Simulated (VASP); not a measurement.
Input of a VASP 6.6.1 run:

File INCAR:

```
SYSTEM = CuAs
PREC = Accurate
ENCUT = 520
EDIFF = 1E-6
ISMEAR = 0
SIGMA = 0.15
LREAL = .FALSE.
LASPH = .TRUE.
NELM = 100
ALGO = Normal
ISIF = 2
LWAVE = .FALSE.
LCHARG = .TRUE.
LELF = .TRUE.
LVHAR = .TRUE.
NBANDS = 24
```

Contents of KPOINTS:

```
Automatic mesh
0
G
  12 12 8
  0 0 0
```

Contents of POSCAR:

```
CuAs
1.0
    3.5151000000      0.0000000000      0.0000000000
   -1.7575500000      3.0441658968      0.0000000000
    0.0000000000      0.0000000000      5.1171000000
Cu As
2 2
Direct
    0.0000000000      0.0000000000      0.5000000000
    0.0000000000      0.0000000000      0.0000000000
    0.6666666667      0.3333333333      0.7500000000
    0.3333333333      0.6666666667      0.2500000000
```

Potentials or basis: VASP PAW LDA potentials, release 64 (Cu, As).

The run is started by

```sh
$ cat potpaw_LDA.64/Cu/POTCAR potpaw_LDA.64/As/POTCAR > POTCAR
$ mpirun -np 1 vasp_std > vasp.out
```

(1) Estimate the pressure.

(2) Estimate the band gap on the k mesh.

## Answers

(1) 16.3 GPa.

(2) zero (band 16 reaches 10.60 eV, above the bottom of band 17 at 7.62 eV).
